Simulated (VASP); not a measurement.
**K3Ge: single point with PBE**

Crystal: K3Ge.

```xyz
4
Lattice="0.0000 4.3110 4.3110 4.3110 0.0000 4.3110 4.3110 4.3110 0.0000" Properties=species:S:1:pos:R:3 pbc="T T T"
Ge    0.0000    0.0000    0.0000
K     4.3110    4.3110    4.3110
K     6.4665    6.4665    6.4665
K     2.1555    2.1555    2.1555
```

```yaml
Program: VASP 6.6.1
Task: single point
Functional: PBE
Potentials_or_basis: VASP PAW PBE potentials, release 64 (Ge_d, K_sv)
Cutoff: 520 eV
k_mesh: 6 × 6 × 6
Occupations: fermi-dirac, width 0.05 eV
Spin: no spin polarisation
```

```
Pressure : 0.0 GPa
```

Levels at points of the mesh, in eV from the Fermi level:
| k point | band 19 | band 20 | band 21 | band 22 | band 23 | band 24 |
| --- | --- | --- | --- | --- | --- | --- |
| (0.00, 0.00, 0.00) | -0.01 | 0.09 | 0.09 | 0.09 | 2.48 | 2.48 |
| (0.50, 0.00, 0.00) | -1.31 | -0.03 | -0.03 | 1.75 | 2.95 | 2.95 |
| (0.50, 0.50, 0.00) | -1.10 | -0.02 | -0.02 | 0.99 | 1.67 | 3.67 |

Wall time 4 min on 1 thread of Intel(R) Xeon(R) Platinum 8375C CPU @ 2.90GHz (Ice Lake), on a shared host, peak memory 0.36 GiB.
